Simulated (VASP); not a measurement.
Set up this calculation in VASP 6.6.1, as the native input.

```
Task                      : relaxation of cell and atoms
Functional                : PBE
Potentials or basis       : VASP PAW PBE potentials, release 64 (Si, C)
Cutoff                    : 600 eV
k mesh                    : 14 × 14 × 14
Occupations               : gaussian, width 0.1 eV
Spin                      : no spin polarisation
Target pressure           : 30 GPa
Dipole correction         : no
Atoms held fixed (from 0) : [0, 1]
Further INCAR settings    : ALGO = Normal; EDIFF = 1e-07; IBRION = 2; EDIFFG = -0.01; NSW = 80; ISIF = 3
```

The structure of SiC (zinc blende to rock salt path) lies in POSCAR:

```
SiC
1.0
   -1.5744992494      1.4638661568      2.0285156623
    1.5744992494     -1.4638661568      2.0285156623
    1.5744992494      1.4638661568     -2.0285156623
Si C
1 1
Selective dynamics
Direct
    0.0000000000      0.0000000000      0.0000000000  F F F
    0.8250000000      0.3250000000      0.5000000000  F F F
```

The input as run:

INCAR

```
PREC = Accurate ; ENCUT = 600
EDIFF = 1E-7 ; ISMEAR = 0
SIGMA = 0.1 ; LREAL = F
LASPH = T ; NELM = 120
ALGO = Normal ; ISIF = 3
LWAVE = F ; LCHARG = F
GGA = PE ; IBRION = 2
NSW = 80 ; EDIFFG = -0.01
PSTRESS = 300.0 ; GGA_COMPAT = F
NELMIN = 4
```

KPOINTS

```
Automatic mesh
0
Gamma
  14 14 14
```

Potentials or basis: VASP PAW PBE potentials, release 64 (Si, C).

Command:

```console
$ cat potpaw_PBE.64/Si/POTCAR potpaw_PBE.64/C/POTCAR > POTCAR
$ mpirun -np 1 vasp_std > vasp.out
```

It gave:

| Item | Value |
| --- | --- |
| Relaxed volume | 9.13 Å³/atom |
| Relaxed cell | a = 2.902 Å, b = 2.902 Å, c = 2.902 Å, α = 110.42°, β = 119.27°, γ = 99.34° |
| Space group after relaxing (to 0.05 Å) | Imm2 (No. 44) |
| Energy change on relaxing (the enthalpy is what falls) | -1.5 meV/atom |
| Ionic steps | 12 |
| Pressure after relaxing | 30.1 GPa |
| Band gap on the k mesh | zero (band 4 reaches 11.10 eV, above the bottom of band 5 at 8.87 eV) |

Caveat: the cell is relaxed towards a set pressure, so the enthalpy falls and the energy may rise.

It took 4.6 min on 1 thread of Intel Xeon 6975P-C, with other jobs on the host, peak memory 0.2 GiB.
